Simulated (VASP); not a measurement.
Input of a VASP 6.6.1 run:

The input INCAR:

```
  PREC = Accurate
  ENCUT = 600
  EDIFF = 1E-6
  ISMEAR = 0
  SIGMA = 0.05
  LREAL = False
  LASPH = True
  NELM = 120
  ALGO = Normal
  ISIF = 2
  LWAVE = False
  LCHARG = True
  GGA = PE
  LELF = True
  LVHAR = True
  NBANDS = 16
  ISYM = 0
  GGA_COMPAT = False
```

Contents of KPOINTS:

```
Automatic mesh
0
Gamma
  10 10 10
```

File POSCAR:

```
Mg2Sn
1.0
    0.0000000000      3.4080521656      3.4080521656
    3.4080521656      0.0000000000      3.4080521656
    3.4080521656      3.4080521656      0.0000000000
Mg Sn
2 1
Direct
    0.2500000000      0.2500000000      0.2500000000
    0.7500000000      0.7500000000      0.7500000000
    0.0000000000      0.0000000000      0.0000000000
```

Potentials or basis: VASP PAW PBE potentials, release 64 (Mg, Sn_d).

Command:

```sh
$ cat potpaw_PBE.64/Mg/POTCAR potpaw_PBE.64/Sn_d/POTCAR > POTCAR
$ mpirun -np 1 vasp_std > vasp.out
```

(1) Estimate the pressure.

(2) Estimate the band gap on the k mesh.

Answers

(1) 0.0 GPa.

(2) zero (bands 9 and 10 overlap by 0.20 eV).

Caveat: spin-orbit coupling is left out, which moves the levels of the heavy elements.
